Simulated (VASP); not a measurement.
# TaSi3 (F-43m) in VASP: a series of runs

TaSi3 is run at these levels: PBE; tasks: single point, relaxation of cell and atoms.

All numbers are computed with VASP 6.6.1; they aren't measurements. Logs are shortened: lines on timing, memory, paths and dates and some standing lists are left out, and cuts for length are marked.

## Step 1: The cell of the first run

It takes space group F-43m (No. 216, cubic). The conventional cell has a = 8.102 Å, b = 8.102 Å, c = 8.102 Å, α = 90.00°, β = 90.00°, γ = 90.00°. Within 3.4 Å of Ta (site symmetry -43m) lie 6 Si at 2.57 Å. Ta (site symmetry -43m) has 12 Si at 2.92 Å and 4 Ta at 3.51 Å within 3.8 Å. Si (site symmetry 2mm) has 4 Si at 2.10 Å and 1 Ta at 2.57 Å within 2.8 Å.

## Step 2: Single point, PBE

The input, INCAR:

```
PREC = Accurate ; ENCUT = 520
EDIFF = 1E-6 ; ISMEAR = 0
SIGMA = 0.1 ; LREAL = F
LASPH = T ; NELM = 100
ALGO = Normal ; ISIF = 2
LWAVE = F ; LCHARG = F
GGA = PE ; NBANDS = 33
```

The input, KPOINTS:

```
regular mesh
0
Gamma
  4 4 4
```

The input, POSCAR:

```
TaSi3
1.0
    0.0000000000      4.0508626100      4.0508626100
    4.0508626100      0.0000000000      4.0508626100
    4.0508626100      4.0508626100      0.0000000000
Ta Si
2 6
Direct
    0.5000000000      0.5000000000      0.5000000000
    0.2500000000      0.2500000000      0.2500000000
    0.1830526000      0.8169474000      0.8169474000
    0.8169474000      0.1830526000      0.1830526000
    0.8169474000      0.1830526000      0.8169474000
    0.1830526000      0.8169474000      0.1830526000
    0.8169474000      0.8169474000      0.1830526000
    0.1830526000      0.1830526000      0.8169474000
```

Potentials or basis: VASP PAW PBE potentials, release 64 (Ta_pv, Si).

Command:

```
$ cat potpaw_PBE.64/Ta_pv/POTCAR potpaw_PBE.64/Si/POTCAR > POTCAR
$ mpirun -np 1 vasp_std > vasp.out
```

OUTCAR:

```text
PREC = Accurate
   ENCUT = 520
   EDIFF = 1E-6
   ISMEAR = 0
   LREAL = F
   LASPH = T
   NELM = 100
   ISIF = 2
   GGA = PE

 ion  position               nearest neighbor table
   1  0.500  0.500  0.500-   3 2.57   4 2.57   5 2.57   6 2.57   7 2.57   8 2.57   2 3.51   2 3.51
                             2 3.51   2 3.51
   2  0.250  0.250  0.250-   4 2.92   5 2.92   7 2.92   3 2.92   6 2.92   7 2.92   3 2.92   5 2.92
                             8 2.92   4 2.92   6 2.92   8 2.92   1 3.51   1 3.51   1 3.51   1 3.51
   3  0.183  0.817  0.817-   5 2.10   6 2.10   7 2.10   8 2.10   1 2.57   2 2.92   2 2.92   4 2.97

   4  0.817  0.183  0.183-   5 2.10   6 2.10   7 2.10   8 2.10   1 2.57   2 2.92   2 2.92   3 2.97

   5  0.817  0.183  0.817-   3 2.10   4 2.10   7 2.10   8 2.10   1 2.57   2 2.92   2 2.92   6 2.97

   6  0.183  0.817  0.183-   3 2.10   4 2.10   7 2.10   8 2.10   1 2.57   2 2.92   2 2.92   5 2.97

   7  0.817  0.817  0.183-   3 2.10   4 2.10   5 2.10   6 2.10   1 2.57   2 2.92   2 2.92   8 2.97

   8  0.183  0.183  0.817-   3 2.10   4 2.10   5 2.10   6 2.10   1 2.57   2 2.92   2 2.92   7 2.97

  LATTYP: Found a face centered cubic cell.
 ALAT       =     8.1017252200

  Lattice vectors:

 A1 = (   0.0000000000,   4.0508626100,   4.0508626100)
 A2 = (   4.0508626100,   0.0000000000,   4.0508626100)
 A3 = (   4.0508626100,   4.0508626100,   0.0000000000)

Analysis of symmetry for initial positions (statically):
=====================================================================
 Subroutine PRICEL returns:
 Original cell was already a primitive cell.

 Routine SETGRP: Setting up the symmetry group for a
 face centered cubic supercell.

 Subroutine GETGRP returns: Found 24 space group operations
 (whereof 24 operations were pure point group operations)
 out of a pool of 48 trial point group operations.

The static configuration has the point symmetry T_d .

Analysis of symmetry for dynamics (positions and initial velocities):
=====================================================================
 Subroutine PRICEL returns:
 Original cell was already a primitive cell.

 Routine SETGRP: Setting up the symmetry group for a
 face centered cubic supercell.

 Subroutine GETGRP returns: Found 24 space group operations
 (whereof 24 operations were pure point group operations)
 out of a pool of 48 trial point group operations.

The dynamic configuration has the point symmetry T_d .

 Subroutine INISYM returns: Found 24 space group operations
 (whereof 24 operations are pure point group operations),
 and found     1 'primitive' translations

----------------------------------------------------------------------------------------

                                     Primitive cell

  volume of cell :     132.9452

  direct lattice vectors                    reciprocal lattice vectors
     0.000000000  4.050862610  4.050862610    -0.123430501  0.123430501  0.123430501
     4.050862610  0.000000000  4.050862610     0.123430501 -0.123430501  0.123430501
     4.050862610  4.050862610  0.000000000     0.123430501  0.123430501 -0.123430501

  length of vectors
     5.728784842  5.728784842  5.728784842     0.213787898  0.213787898  0.213787898

  position of ions in fractional coordinates (direct lattice)
     0.500000000  0.500000000  0.500000000
     0.250000000  0.250000000  0.250000000
     0.183052600  0.816947400  0.816947400
     0.816947400  0.183052600  0.183052600
     0.816947400  0.183052600  0.816947400
     0.183052600  0.816947400  0.183052600
     0.816947400  0.816947400  0.183052600
     0.183052600  0.183052600  0.816947400

  ion indices of the primitive-cell ions
   primitive index   ion index
                 1           1
                 2           2
                 3           3
                 4           4
                 5           5
                 6           6
                 7           7
                 8           8

----------------------------------------------------------------------------------------

 KPOINTS: regular mesh

Automatic generation of k-mesh.
 Grid dimensions read from file:
 generate k-points for:    4    4    4

 Generating k-lattice:

  Cartesian coordinates                     Fractional coordinates (reciprocal lattice)
    -0.030857625  0.030857625  0.030857625     0.250000000  0.000000000  0.000000000
     0.030857625 -0.030857625  0.030857625     0.000000000  0.250000000  0.000000000
     0.030857625  0.030857625 -0.030857625     0.000000000  0.000000000  0.250000000

  Length of vectors
     0.053446975  0.053446975  0.053446975

  Shift w.r.t. Gamma in fractional coordinates (k-lattice)
     0.000000000  0.000000000  0.000000000

 Subroutine IBZKPT returns following result:
 ===========================================

 Found      8 irreducible k-points:

 Following reciprocal coordinates:
            Coordinates               Weight
  0.000000  0.000000  0.000000      1.000000
  0.250000  0.000000  0.000000      8.000000
  0.500000  0.000000  0.000000      4.000000
  0.250000  0.250000  0.000000      6.000000
  0.500000  0.250000  0.000000     24.000000
 -0.250000  0.250000  0.000000     12.000000
  0.500000  0.500000  0.000000      3.000000
 -0.250000  0.500000  0.250000      6.000000
   k-points           NKPTS =      8   k-points in BZ     NKDIM =      8   number of bands    NBANDS=     33
   number of dos      NEDOS =    301   number of ions     NIONS =      8
   total plane-waves  NPLWV = 110592
   dimension x,y,z NGX =    48 NGY =   48 NGZ =   48
   dimension x,y,z NGXF=    96 NGYF=   96 NGZF=   96
   ions per type =               2   6
   NGX,Y,Z   is equivalent  to a cutoff of  13.93, 13.93, 13.93 a.u.
   NGXF,Y,Z  is equivalent  to a cutoff of  27.86, 27.86, 27.86 a.u.
 SYSTEM =  unknown system
   PREC   = accura    normal or accurate (medium, high low for compatibility)
   ISTART =      0    job   : 0-new  1-cont  2-samecut
   ICHARG =      2    charge: 1-file 2-atom 10-const
   ISPIN  =      1    spin polarized calculation?
   LNONCOLLINEAR =      F non collinear calculations
   LSORBIT =      F    spin-orbit coupling
   LASPH  =      T    aspherical Exc in radial PAW
   ENCUT  =  520.0 eV  38.22 Ry    6.18 a.u.  10.65 10.65 10.65*2*pi/ulx,y,z
   NELM   =    100;   NELMIN=  2; NELMDL= -5     # of ELM steps
   EDIFF  = 0.1E-05   stopping-criterion for ELM
   LREAL  =      F    real-space projection
   EDIFFG = 0.1E-04   stopping-criterion for IOM
   NSW    =      0    number of steps for IOM
   IBRION =     -1    ionic relax: 0-MD 1-quasi-New 2-CG
   NFREE  =      0    steps in history (QN), initial steepest desc. (CG)
   ISIF   =      2    stress and relaxation
   ISYM   =      2    0-nonsym 1-usesym 2-fastsym
   POTIM  = 0.5000    time-step for ionic-motion
   TEBEG  =    0.0;   TEEND  =   0.0 temperature during run
   PSTRESS=    0.0 pullay stress
   NELECT =      46.0000    total number of electrons
   NUPDOWN=      -1.0000    fix difference up-down
   EMIN   =  10.00;   EMAX   =-10.00  energy-range for DOS
   EFERMI =   0.00;   METHOD = LEGACY
   ISMEAR =     0;   SIGMA  =   0.10  broadening in eV -4-tet -1-fermi 0-gaus
   EFERMI_NEDOS =   21; number of points for ismear=-14 and -15
   IALGO  =     38    algorithm
   IMIX   =      4    mixing-type and parameters
     AMIX     =   0.40;   BMIX     =  1.00
     AMIX_MAG =   1.60;   BMIX_MAG =  1.00
  volume/ion in A,a.u.               =      16.62       112.14
  Fermi-wavevector in a.u.,A,eV,Ry     =   1.149308  2.171878 17.972070  1.320910
  Thomas-Fermi vector in A             =   2.285979
   LORBIT       =      0    0 simple, 1 ext, 2 COOP (PROOUT), +10 PAW based schemes
   GGA     = PE    functional components
   LHFCALC =     F    Hartree Fock is set to
   AEXX    =    0.0000 exact exchange contribution
   IVDW    =     0    specifies the selected vdW correction
   LEPSILON=     F    determine dielectric tensor
   LRPA    =     F    only Hartree local field effects (RPA)
 non-spin polarized calculation
 Gauss-broadening in eV      SIGMA  =   0.10
  energy-cutoff  :      520.00
  volume of cell :      132.95
 maximum number of plane-waves:      3600
 NGX is ok and might be reduce to    48
   NGX = 21   NGY = 21   NGZ = 21

 number of electron      46.0000003 magnetization

 Free energy of the ion-electron system (eV)
  ---------------------------------------------------
  ext. energy  EPLUGINS =         0.00000000
  ---------------------------------------------------
  free energy    TOTEN  =       -47.26840913 eV

  energy without entropy =      -47.25648990  energy(sigma->0) =      -47.26244952

 E-fermi :   7.8607     XC(G=0): -10.8035

 val. band max:        7.7818174357   @ k =  -0.2500   0.5000   0.2500
 cond. band min:       7.9481231688   @ k =  -0.2500   0.2500   0.0000
 fundamental gap:      0.1663057331
 Fermi energy:         7.8607260104

 k-point     1 :       0.0000    0.0000    0.0000
  band No.  band energies     occupation
      1     -27.8404      2.00000
      2     -27.8404      2.00000
      3     -27.8404      2.00000
      4     -26.2950      2.00000
      5     -26.2950      2.00000
      6     -26.2950      2.00000
[... 25 lines left out ...]
     32      10.2874      0.00000
     33      11.3513      0.00000

 k-point     2 :       0.2500    0.0000    0.0000
  band No.  band energies     occupation
      1     -27.8408      2.00000
      2     -27.8406      2.00000
      3     -27.8406      2.00000
      4     -26.2953      2.00000
      5     -26.2949      2.00000
      6     -26.2949      2.00000
[... 25 lines left out ...]
     32      11.0803      0.00000
     33      11.7838      0.00000
[... 178 lines left out ...]
     32      10.3210      0.00000
     33      10.3454      0.00000

 k-point     8 :      -0.2500    0.5000    0.2500
  band No.  band energies     occupation
      1     -27.8416      2.00000
      2     -27.8412      2.00000
      3     -27.8404      2.00000
      4     -26.2959      2.00000
      5     -26.2947      2.00000
      6     -26.2946      2.00000
[... 25 lines left out ...]
     32      10.4527      0.00000
     33      11.8564      0.00000

------------------------ aborting loop because EDIFF is reached ----------------------------------------

  FORCE on cell =-STRESS in cart. coord.  units (eV):
  Direction    XX          YY          ZZ          XY          YZ          ZX
  --------------------------------------------------------------------------------------
  -------------------------------------------------------------------------------------
  Total       25.1323471     25.1323471     25.1323471      0.0000000      0.0000000      0.0000000
  in kB      302.8803472    302.8803472    302.8803472      0.0000000      0.0000000      0.0000000
  external PRESSURE =     302.8803472 kB  Pullay stress =       0.0000000 kB

 VOLUME and BASIS-vectors are now :
 -----------------------------------------------------------------------------
  energy-cutoff  :      520.00
  volume of cell :      132.95
      direct lattice vectors                 reciprocal lattice vectors
     0.000000000  4.050862610  4.050862610    -0.123430501  0.123430501  0.123430501
     4.050862610  0.000000000  4.050862610     0.123430501 -0.123430501  0.123430501
     4.050862610  4.050862610  0.000000000     0.123430501  0.123430501 -0.123430501

 POSITION                                       TOTAL-FORCE (eV/Angst)
 -----------------------------------------------------------------------------------
      4.05086      4.05086      4.05086         0.000000     -0.000000      0.000000
      2.02543      2.02543      2.02543         0.000000     -0.000000      0.000000
      6.61868      4.05086      4.05086       -10.854551     -0.000000      0.000000
      1.48304      4.05086      4.05086        10.854551     -0.000000      0.000000
      4.05086      6.61868      4.05086         0.000000    -10.854551      0.000000
      4.05086      1.48304      4.05086         0.000000     10.854551      0.000000
      4.05086      4.05086      6.61868         0.000000     -0.000000    -10.854551
      4.05086      4.05086      1.48304         0.000000     -0.000000     10.854551
 -----------------------------------------------------------------------------------
    total drift:                                0.000000      0.000000      0.000000

  FREE ENERGIE OF THE ION-ELECTRON SYSTEM (eV)
  ---------------------------------------------------
  free  energy   TOTEN  =       -47.2684091324 eV

  energy  without entropy=      -47.2564898977  energy(sigma->0) =      -47.26244952
```

Run time: 53 s. Hardware: 1 thread of Intel Xeon Platinum 8259CL at 2.50GHz (Skylake/Cascade Lake), shared host; peak memory 0.31 GiB.

Results:

| Property | Result |
| --- | --- |
| Free energy | -47.2684 eV |
| Pressure | 30.3 GPa |
| Largest force | 10.855 eV/Å |
| Band gap on the k mesh | zero (band 23 reaches 8.20 eV, above the bottom of band 24 at 7.74 eV) |

Forces on the atoms (eV/Å):
```
Ta    0.000   0.000   0.000
Ta    0.000   0.000   0.000
Si  -10.855   0.000   0.000
Si   10.855   0.000   0.000
Si    0.000 -10.855   0.000
Si    0.000  10.855   0.000
Si    0.000   0.000 -10.855
Si    0.000   0.000  10.855
```

Levels at points of the mesh, in eV from the Fermi level:
| k point | band 20 | band 21 | band 22 | band 23 | band 24 | band 25 | band 26 | band 27 |
| --- | --- | --- | --- | --- | --- | --- | --- | --- |
| (0.00, 0.00, 0.00) | -0.61 | -0.22 | -0.22 | -0.22 | 0.09 | 0.09 | 1.07 | 2.27 |
| (0.50, 0.00, 0.00) | -2.53 | -2.53 | -1.89 | 0.34 | 0.50 | 0.50 | 1.18 | 1.18 |
| (0.50, 0.50, 0.00) | -2.39 | -1.09 | -1.09 | -0.31 | 0.28 | 0.94 | 1.20 | 1.20 |

Caveat: spin-orbit coupling is left out, which moves the levels of the heavy elements; forces of over 1 eV/Å act on the atoms, so gaps and moduli don't describe the material at rest.

[end of part 1 of 2]
